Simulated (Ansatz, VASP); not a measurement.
**Two plane-wave programs on BaTiO3**

```
Ba Ti O
1.0
     3.99896    0.00000    0.00000
     0.00000    3.99896    0.00000
     0.00000    0.00000    8.03432
Ba Ti O
2 2 6
Direct
  0.00000 0.00000 0.00000
  0.00000 0.00000 0.50000
  0.50000 0.50000 0.24100
  0.50000 0.50000 0.74100
  0.50000 0.50000 0.00800
  0.50000 0.50000 0.50800
  0.50000 0.00000 0.25750
  0.50000 0.00000 0.75750
  0.00000 0.50000 0.25750
  0.00000 0.50000 0.75750
```

Alike in both runs: task single point; functional r2SCAN; k mesh 6 × 6 × 3; collinear spin; Hubbard terms Ti d U = 6.34 eV.

|  | VASP | Ansatz |
| --- | --- | --- |
| version | VASP 6.6.1 | Ansatz 0.2.0 |
| potentials or method | VASP PAW PBE potentials, release 64 (Ba_sv, Ti_sv, O), cutoff 520 eV | PAW plane waves |
| occupations | fermi-dirac, width 0.1 eV | fermi-dirac |
| valence electrons in the cell | 80 | 80 |

|  | VASP | Ansatz | Ansatz less VASP |
| --- | --- | --- | --- |
| pressure (GPa) | 7.0 | 2.0 | -4.99 |
| traceless stress, the component that is largest in VASP (GPa) | 1.64 | 1.07 | -0.572 |
| rms of the force components (eV/Å) | 0.388 | 0.166 | -0.2218 |

VASP's potentials were made for PBE, not for r2SCAN. The programs project onto different local orbitals, so the same U acts differently, and such runs can settle in different states. Atom by atom the forces differ by 0.268 eV/Å (rms over components). Ansatz's warnings: no starting moments.

Spin-orbit coupling is off throughout.
